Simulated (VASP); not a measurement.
## NaH: single point with PBE

Crystal: NaH.

```
CELL_PARAMETERS angstrom
0.00000 2.39751 2.39751
2.39751 0.00000 2.39751
2.39751 2.39751 0.00000
ATOMIC_POSITIONS crystal
Na 0.00000 0.00000 0.00000
H 0.50000 0.50000 0.50000
```

```
Program                : VASP 6.6.1
Task                   : single point
Functional             : PBE
Potentials or basis    : VASP PAW PBE potentials, release 64 (Na_pv, H)
Cutoff                 : 520 eV
k mesh                 : 6 × 6 × 6
Occupations            : gaussian, width 0.01 eV
Spin                   : no spin polarisation
Dipole correction      : no
Further INCAR settings : ALGO = Normal; EDIFF = 1e-06; NBANDS = 11
```

```yaml
Pressure: 0.5 GPa
Band_gap_on_the_k_mesh: 3.85 eV (least direct gap 4.67 eV)
```

Levels at points of the mesh, in eV from the valence-band top:
| k point | band 1 | band 2 | band 3 | band 4 | band 5 | band 6 | band 7 | band 8 |
| --- | --- | --- | --- | --- | --- | --- | --- | --- |
| (0.00, 0.00, 0.00) | -22.01 | -22.01 | -22.01 | -3.64 | 10.67 | 15.82 | 15.82 | 15.82 |
| (0.50, 0.00, 0.00) | -22.12 | -22.03 | -22.03 | -0.82 | 3.85 | 10.99 | 13.58 | 13.58 |
| (0.50, 0.50, 0.00) | -22.10 | -22.05 | -22.05 | -0.13 | 4.73 | 10.17 | 10.87 | 10.87 |

Wall time 4.4 s on 1 thread of Intel(R) Xeon(R) Platinum 8488C (Sapphire Rapids) (shared host), peak memory 0.14 GiB.

A k mesh can miss the band edges.
